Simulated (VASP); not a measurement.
# Fe (P6_3/mmc) in VASP: single point with RPBE

Aim: the single point of Fe with RPBE.

Program: VASP 6.6.1. These are calculated values, not measurements. Logs are shortened: lines on timing, memory, paths and dates and some standing lists are left out, and cuts for length are marked.

### 1 The cell of the first run

Symmetry: P6_3/mmc, No. 194, hexagonal system. Conventional cell: a = 2.468 Å, b = 2.468 Å, c = 7.946 Å, α = 90.00°, β = 90.00°, γ = 120.00°. Fe (site symmetry -3m) has 12 Fe at 2.44 to 2.47 Å within 3.2 Å. Within 3.2 Å of Fe (site symmetry -6m2) lie 12 Fe at 2.44 to 2.47 Å.

### 2 Single point, RPBE

INCAR reads:

```
SYSTEM = Fe
PREC = Accurate ; ENCUT = 520
EDIFF = 1E-7 ; ISMEAR = -1
SIGMA = 0.1 ; LREAL = .FALSE.
LASPH = .TRUE. ; NELM = 60
ALGO = Normal ; ISIF = 2
LWAVE = .FALSE. ; LCHARG = .FALSE.
GGA = RP ; NBANDS = 24
```

KPOINTS reads:

```
regular mesh
0
G
  19 19 6
  0 0 0
```

POSCAR reads:

```
Fe
1.0
    2.4684335147      0.0000000000      0.0000000000
   -1.2342167574      2.1377261313      0.0000000000
    0.0000000000      0.0000000000      7.9460765503
Fe
4
Direct
    1.0000000000      1.0000000000      0.0000000000
    1.0000000000      1.0000000000      0.5000000000
    0.3333333333      0.6666666667      0.2500000000
    0.6666666667      0.3333333333      0.7500000000
```

Potentials or basis: VASP PAW PBE potentials, release 64 (Fe).

Started as:

```console
> cat potpaw_PBE.64/Fe/POTCAR > POTCAR
> mpirun -np 1 vasp_std > vasp.out
```

OUTCAR:

```text
SYSTEM = Fe
   PREC = Accurate
   ENCUT = 520
   EDIFF = 1E-7
   ISMEAR = -1
   LREAL = .FALSE.
   LASPH = .TRUE.
   NELM = 60
   ISIF = 2
   GGA = RP

 ion  position               nearest neighbor table
   1  0.000  0.000  0.000-   3 2.44   4 2.44   4 2.44   3 2.44   4 2.44   3 2.44
   2  0.000  0.000  0.500-   3 2.44   4 2.44   4 2.44   3 2.44   4 2.44   3 2.44
   3  0.333  0.667  0.250-   1 2.44   2 2.44   1 2.44   2 2.44   1 2.44   2 2.44
   4  0.667  0.333  0.750-   1 2.44   2 2.44   1 2.44   2 2.44   1 2.44   2 2.44

  LATTYP: Found a hexagonal cell.
 ALAT       =     2.4684335147
 C/A-ratio  =     3.2190765937

  Lattice vectors:

 A1 = (   2.4684335147,   0.0000000000,   0.0000000000)
 A2 = (  -1.2342167574,   2.1377261313,   0.0000000000)
 A3 = (   0.0000000000,   0.0000000000,   7.9460765503)

Analysis of symmetry for initial positions (statically):
=====================================================================
 Subroutine PRICEL returns:
 Original cell was already a primitive cell.

 Routine SETGRP: Setting up the symmetry group for a
 hexagonal supercell.

 Subroutine GETGRP returns: Found 24 space group operations
 (whereof 12 operations were pure point group operations)
 out of a pool of 24 trial point group operations.

The static configuration has the point symmetry D_3d.
 The point group associated with its full space group is D_6h.

Analysis of symmetry for dynamics (positions and initial velocities):
=====================================================================
 Subroutine PRICEL returns:
 Original cell was already a primitive cell.

 Routine SETGRP: Setting up the symmetry group for a
 hexagonal supercell.

 Subroutine GETGRP returns: Found 24 space group operations
 (whereof 12 operations were pure point group operations)
 out of a pool of 24 trial point group operations.

The dynamic configuration has the point symmetry D_3d.
 The point group associated with its full space group is D_6h.

 Subroutine INISYM returns: Found 24 space group operations
 (whereof 12 operations are pure point group operations),
 and found     1 'primitive' translations

----------------------------------------------------------------------------------------

                                     Primitive cell

  volume of cell :      41.9301

  direct lattice vectors                    reciprocal lattice vectors
     2.468433515  0.000000000  0.000000000     0.405115226  0.233893385  0.000000000
    -1.234216757  2.137726131  0.000000000     0.000000000  0.467786769  0.000000000
     0.000000000  0.000000000  7.946076550     0.000000000  0.000000000  0.125848272

  length of vectors
     2.468433515  2.468433515  7.946076550     0.467786769  0.467786769  0.125848272

  position of ions in fractional coordinates (direct lattice)
     0.000000000  0.000000000  0.000000000
     0.000000000  0.000000000  0.500000000
     0.333333333  0.666666667  0.250000000
     0.666666667  0.333333333  0.750000000

  ion indices of the primitive-cell ions
   primitive index   ion index
                 1           1
                 2           2
                 3           3
                 4           4

----------------------------------------------------------------------------------------

 KPOINTS: regular mesh

Automatic generation of k-mesh.
 Grid dimensions read from file:
 generate k-points for:   19   19    6

 Generating k-lattice:

  Cartesian coordinates                     Fractional coordinates (reciprocal lattice)
     0.021321854  0.012310178  0.000000000     0.052631579 -0.000000000  0.000000000
     0.000000000  0.024620356  0.000000000     0.000000000  0.052631579  0.000000000
     0.000000000  0.000000000  0.020974712     0.000000000  0.000000000  0.166666667

  Length of vectors
     0.024620356  0.024620356  0.020974712

  Shift w.r.t. Gamma in fractional coordinates (k-lattice)
     0.000000000  0.000000000  0.000000000

 Subroutine IBZKPT returns following result:
 ===========================================

 Found    160 irreducible k-points:

 Following reciprocal coordinates:
            Coordinates               Weight
  0.000000  0.000000  0.000000      1.000000
  0.052632 -0.000000  0.000000      6.000000
  0.105263 -0.000000  0.000000      6.000000
  0.157895  0.000000  0.000000      6.000000
  0.210526  0.000000  0.000000      6.000000
  0.263158  0.000000  0.000000      6.000000
[... 16 lines left out ...]
  0.263158  0.105263  0.000000     12.000000
  0.315789  0.105263  0.000000     12.000000
 [... further k-points ...]
   k-points           NKPTS =    160   k-points in BZ     NKDIM =    160   number of bands    NBANDS=     24
   number of dos      NEDOS =    301   number of ions     NIONS =      4
   total plane-waves  NPLWV =  19440
   dimension x,y,z NGX =    18 NGY =   18 NGZ =   60
   dimension x,y,z NGXF=    36 NGYF=   36 NGZF=  120
   ions per type =               4
   NGX,Y,Z   is equivalent  to a cutoff of  12.12, 12.12, 12.55 a.u.
   NGXF,Y,Z  is equivalent  to a cutoff of  24.25, 24.25, 25.11 a.u.
 SYSTEM =  Fe
   PREC   = accura    normal or accurate (medium, high low for compatibility)
   ISTART =      0    job   : 0-new  1-cont  2-samecut
   ICHARG =      2    charge: 1-file 2-atom 10-const
   ISPIN  =      1    spin polarized calculation?
   LNONCOLLINEAR =      F non collinear calculations
   LSORBIT =      F    spin-orbit coupling
   LASPH  =      T    aspherical Exc in radial PAW
   ENCUT  =  520.0 eV  38.22 Ry    6.18 a.u.   4.59  4.59 14.77*2*pi/ulx,y,z
   NELM   =     60;   NELMIN=  2; NELMDL= -5     # of ELM steps
   EDIFF  = 0.1E-06   stopping-criterion for ELM
   LREAL  =      F    real-space projection
   EDIFFG = 0.1E-05   stopping-criterion for IOM
   NSW    =      0    number of steps for IOM
   IBRION =     -1    ionic relax: 0-MD 1-quasi-New 2-CG
   NFREE  =      0    steps in history (QN), initial steepest desc. (CG)
   ISIF   =      2    stress and relaxation
   ISYM   =      2    0-nonsym 1-usesym 2-fastsym
   POTIM  = 0.5000    time-step for ionic-motion
   TEBEG  =    0.0;   TEEND  =   0.0 temperature during run
   PSTRESS=    0.0 pullay stress
   NELECT =      32.0000    total number of electrons
   NUPDOWN=      -1.0000    fix difference up-down
   EMIN   =  10.00;   EMAX   =-10.00  energy-range for DOS
   EFERMI =   0.00;   METHOD = LEGACY
   ISMEAR =    -1;   SIGMA  =   0.10  broadening in eV -4-tet -1-fermi 0-gaus
   EFERMI_NEDOS =   21; number of points for ismear=-14 and -15
   IALGO  =     38    algorithm
   IMIX   =      4    mixing-type and parameters
     AMIX     =   0.40;   BMIX     =  1.00
     AMIX_MAG =   1.60;   BMIX_MAG =  1.00
  volume/ion in A,a.u.               =      10.48        70.74
  Fermi-wavevector in a.u.,A,eV,Ry     =   1.496061  2.827146 30.452555  2.238200
  Thomas-Fermi vector in A             =   2.608126
   LORBIT       =      0    0 simple, 1 ext, 2 COOP (PROOUT), +10 PAW based schemes
   GGA     = RP    functional components
   LHFCALC =     F    Hartree Fock is set to
   AEXX    =    0.0000 exact exchange contribution
   IVDW    =     0    specifies the selected vdW correction
   LEPSILON=     F    determine dielectric tensor
   LRPA    =     F    only Hartree local field effects (RPA)
 non-spin polarized calculation
  energy-cutoff  :      520.00
  volume of cell :       41.93
 maximum number of plane-waves:      1154
   NGX =  9   NGY =  9   NGZ = 29

 number of electron      32.0000012 magnetization

 Free energy of the ion-electron system (eV)
  ---------------------------------------------------
  ext. energy  EPLUGINS =         0.00000000
  ---------------------------------------------------
  free energy    TOTEN  =       -30.24187653 eV

  energy without entropy =      -30.00878761  energy(sigma->0) =      -30.12533207

 E-fermi :   6.6986     XC(G=0): -13.5435

 val. band max:        6.6971635551   @ k =   0.0526   0.0526   0.1667
 cond. band min:       6.7053494045   @ k =   0.3158   0.2632   0.3333
 fundamental gap:      0.0081858495
 Fermi energy:         6.6985513255

 k-point     1 :       0.0000    0.0000    0.0000
  band No.  band energies     occupation
      1      -2.0372      2.00000
      2       0.3047      2.00000
      3       0.3101      2.00000
      4       1.9653      2.00000
      5       4.6476      2.00000
      6       4.6530      2.00000
[... 16 lines left out ...]
     23       7.5514      0.00040
     24       7.5514      0.00040

 k-point     2 :       0.0526   -0.0000    0.0000
  band No.  band energies     occupation
      1      -1.9351      2.00000
      2       0.3922      2.00000
      3       0.3971      2.00000
      4       2.0360      2.00000
      5       4.5558      2.00000
      6       4.6090      2.00000
[... 16 lines left out ...]
     23       7.5587      0.00037
     24       8.2284      0.00000

 k-point     3 :       0.1053   -0.0000    0.0000
  band No.  band energies     occupation
      1      -1.6333      2.00000
      2       0.6442      2.00000
      3       0.6480      2.00000
      4       2.2364      2.00000
      5       4.3527      2.00000
      6       4.4942      2.00000
[... 16 lines left out ...]
     23       7.5798      0.00030
     24       9.2073      0.00000

 k-point     4 :       0.1579    0.0000    0.0000
  band No.  band energies     occupation
      1      -1.1469      2.00000
      2       1.0261      2.00000
      3       1.0276      2.00000
      4       2.5268      2.00000
      5       4.1287      2.00000
      6       4.3323      2.00000
[... 16 lines left out ...]
     23       7.6110      0.00022
     24      10.2762      0.00000

 k-point     5 :       0.2105    0.0000    0.0000
  band No.  band energies     occupation
      1      -0.5046      2.00000
      2       1.4630      2.00000
      3       1.4649      2.00000
      4       2.8242      2.00000
      5       3.9455      2.00000
      6       4.0765      2.00000
[... 451 lines left out ...]
 k-point    22 :       0.2105    0.1053    0.0000
  band No.  band energies     occupation
      1       0.5024      2.00000
      2       2.0187      2.00000
      3       2.0200      2.00000
      4       3.1547      2.00000
      5       3.6585      2.00000
      6       3.8363      2.00000
[... 16 lines left out ...]
     23       8.1427      0.00000
     24      12.9952      0.00000

 k-point    23 :       0.2632    0.1053    0.0000
  band No.  band energies     occupation
      1       1.2597      2.00000
      2       2.2098      2.00000
      3       2.2366      2.00000
      4       3.1015      2.00000
      5       3.4779      2.00000
      6       3.8136      2.00000
[... 16 lines left out ...]
     23       8.4493      0.00000
     24      14.1913      0.00000

 k-point    24 :       0.3158    0.1053    0.0000
  band No.  band energies     occupation
      1       1.8753      2.00000
      2       2.2206      2.00000
      3       2.3603      2.00000
      4       2.9806      2.00000
      5       3.4331      2.00000
      6       3.6100      2.00000
[... 16 lines left out ...]
     23       8.9023      0.00000
     24      14.6852      0.00000

 [... further k-points ...]
[... 5 lines left out ...]
  --------------------------------------------------------------------------------------
  -------------------------------------------------------------------------------------
  Total       -0.1357865     -0.1357865     -0.1507817      0.0000000     -0.0000000      0.0000000
  in kB       -5.1884887     -5.1884887     -5.7614657      0.0000000     -0.0000000      0.0000000
  external PRESSURE =      -5.3794810 kB  Pullay stress =       0.0000000 kB

 VOLUME and BASIS-vectors are now :
 -----------------------------------------------------------------------------
  energy-cutoff  :      520.00
  volume of cell :       41.93
      direct lattice vectors                 reciprocal lattice vectors
     2.468433515  0.000000000  0.000000000     0.405115226  0.233893385  0.000000000
    -1.234216757  2.137726131  0.000000000     0.000000000  0.467786769  0.000000000
     0.000000000  0.000000000  7.946076550     0.000000000  0.000000000  0.125848272

 POSITION                                       TOTAL-FORCE (eV/Angst)
 -----------------------------------------------------------------------------------
      0.00000      0.00000      0.00000         0.000000      0.000000     -0.000000
      0.00000      0.00000      3.97304        -0.000000      0.000000     -0.000000
     -0.00000      1.42515      1.98652        -0.000000      0.000000      0.000000
      1.23422      0.71258      5.95956         0.000000     -0.000000      0.000000
 -----------------------------------------------------------------------------------
    total drift:                                0.000000     -0.000000      0.000000

  FREE ENERGIE OF THE ION-ELECTRON SYSTEM (eV)
  ---------------------------------------------------
  free  energy   TOTEN  =       -30.2418765310 eV

  energy  without entropy=      -30.0087876120  energy(sigma->0) =      -30.12533207
```

Wall time 2 min (1 thread of Intel Xeon 6975P-C, shared host); peak memory 0.25 GiB.

Results:

```yaml
Free_energy: -30.2419 eV
Pressure: -0.5 GPa
Band_gap_on_the_k_mesh: zero (band 16 reaches 7.59 eV, above the bottom of band 17 at 5.95 eV)
```

Caveat: the PAW data sets were made with another functional, which shifts forces and pressure a little; the run has no spin polarisation, though such a crystal can be magnetic. Spin polarisation is off, so any magnetic state and its effect on volume and gap are missing.
